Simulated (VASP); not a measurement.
**LiGeBr2: relaxation of cell and atoms with PBE**

The system is LiGeBr2.

```
CELL_PARAMETERS angstrom
3.59091 0.00000 0.00000
-1.79545 3.10982 0.00000
0.00000 0.00000 5.02879
ATOMIC_POSITIONS crystal
Li 0.00000 0.00000 0.50000
Ge 0.00000 0.00000 0.00000
Br 0.66667 0.33333 0.28126
Br 0.33333 0.66667 0.71874
```

```
Program                : VASP 6.6.1
Task                   : relaxation of cell and atoms
Functional             : PBE
Potentials or basis    : VASP PAW PBE potentials, release 64 (Li_sv, Ge_d, Br)
Cutoff                 : 600 eV
k mesh                 : 6 × 6 × 4
Occupations            : gaussian, width 0.1 eV
Spin                   : no spin polarisation
Dipole correction      : no
Further INCAR settings : ALGO = Normal; EDIFF = 1e-06; IBRION = 2; EDIFFG = -0.04; NSW = 90; ISIF = 3
```

- Relaxed volume: 25.65 Å³/atom
- Relaxed cell: a = 4.494 Å, b = 4.494 Å, c = 5.865 Å, α = 90.00°, β = 90.00°, γ = 120.00°
- Space group after relaxing (to 0.1 Å): P-3m1 (No. 164)
- Energy gained by relaxing: 1302.2 meV/atom
- Ionic steps: 10
- Pressure after relaxing: -0.2 GPa
- Largest force after relaxing: 0.016 eV/Å
- Band gap on the k mesh: zero (an odd number of electrons rules out a gap without spin polarisation)

Forces on the atoms (eV/Å):
```
Li   0.000  0.000  0.000
Ge   0.000  0.000  0.000
Br   0.000  0.000 -0.016
Br   0.000  0.000  0.016
```

Step by step:
```
step  energy change (eV)  largest force (eV/Å)  pressure (GPa)  volume (Å³)
   1              0.0000                0.2487           59.63        56.16
   2             -4.9788                0.6294           -2.43       110.22
   3             -5.0534                0.5799            1.08        97.05
   4             -5.0630                0.5984           -0.09       100.58
   5             -5.0628                0.5930            0.24        99.51
   6             -5.0982                0.5257            0.17        99.74
   7             -5.1773                0.2798            0.19       100.38
   8             -5.1881                0.2651            0.56       101.55
   9             -5.2082                0.0181            0.30       101.05
  10             -5.2089                0.0159           -0.18       102.58
```

Final structure:
```
CELL_PARAMETERS angstrom
4.49395 0.00000 0.00000
-2.24697 3.89187 0.00000
0.00000 0.00000 5.86531
ATOMIC_POSITIONS crystal
Li 0.00000 0.00000 0.50000
Ge 0.00000 0.00000 0.00000
Br 0.66667 0.33333 0.24988
Br 0.33333 0.66667 0.75012
```

Levels at points of the mesh, in eV from the Fermi level:
```
           k point  band 14  band 15  band 16  band 17  band 18  band 19
(0.00, 0.00, 0.00)    -4.27    -3.25    -1.25     0.78     0.78     3.50
(0.50, 0.00, 0.00)    -3.87    -3.25    -0.36     1.31     2.09     3.03
(0.00, 0.00, 0.50)    -4.18    -3.32    -1.13     0.50     0.50     3.92
(0.50, 0.00, 0.50)    -4.28    -3.12     0.26     1.64     1.77     4.16
```

Wall time 5.3 min on 1 thread of Intel Xeon 8259CL, with other jobs on the host, peak memory 0.21 GiB.

Caveat: the cutoff is under 1.25 times the usual one of these potentials, so pressure, stress and relaxed cells hold a basis-set (Pulay) error; the volume moved by over 15 % at a fixed basis, so the end points are rough; an odd number of electrons without spin polarisation forces a metal; a magnetic or distorted state may lie lower.
